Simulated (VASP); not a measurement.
Set up this calculation in VASP 6.6.1, as the native input.

```
Task                   : relaxation of cell and atoms
Functional             : PBEsol
Potentials or basis    : VASP PAW PBE potentials, release 64 (Ru_pv)
Cutoff                 : 600 eV
k mesh                 : 6 × 6 × 4
Occupations            : gaussian, width 0.1 eV
Spin                   : no spin polarisation
Dipole correction      : no
Further INCAR settings : ALGO = Normal; EDIFF = 1e-06; IBRION = 2; EDIFFG = -0.04; NSW = 90; ISIF = 3
```

The structure of Ru lies in POSCAR:

```
Ru
1.0
    4.0882625173      0.0000000000      0.0000000000
   -2.0441312587      3.5405391973      0.0000000000
    0.0000000000      0.0000000000      4.7532517665
Ru
4
Direct
    0.0000000000      0.0000000000      0.2500000000
    0.0000000000      0.0000000000      0.7500000000
    0.3333333333      0.6666666667      0.7500000000
    0.6666666667      0.3333333333      0.2500000000
```

One way to write it, as run:

INCAR

```
SYSTEM = Ru
PREC = Accurate
ENCUT = 600
EDIFF = 1E-6
ISMEAR = 0
SIGMA = 0.1
LREAL = .False.
LASPH = .True.
NELM = 100
ALGO = Normal
ISIF = 3
LWAVE = .False.
LCHARG = .False.
GGA = PS
IBRION = 2
NSW = 90
EDIFFG = -0.04
```

KPOINTS

```
regular mesh
0
Gamma
  6 6 4
  0 0 0
```

Potentials or basis: VASP PAW PBE potentials, release 64 (Ru_pv).

The run is started by

```sh
$ cat potpaw_PBE.64/Ru_pv/POTCAR > POTCAR
$ mpirun -np 1 vasp_std > vasp.out
```

It gave:

- Relaxed volume: 17.10 Å³/atom
- Relaxed cell: a = 4.112 Å, b = 4.112 Å, c = 4.672 Å, α = 90.00°, β = 90.00°, γ = 120.00°
- Space group after relaxing (to 0.05 Å): P6_3/mmc (No. 194)
- Energy gained by relaxing: 4.2 meV/atom
- Ionic steps: 3
- Pressure after relaxing: 0.1 GPa

Caveat: the PAW data sets were made with another functional, which shifts forces and pressure a little.

Wall time 66 s on 1 thread of Intel(R) Xeon(R) 6975P-C (Granite Rapids), on a shared host, peak memory 0.24 GiB.
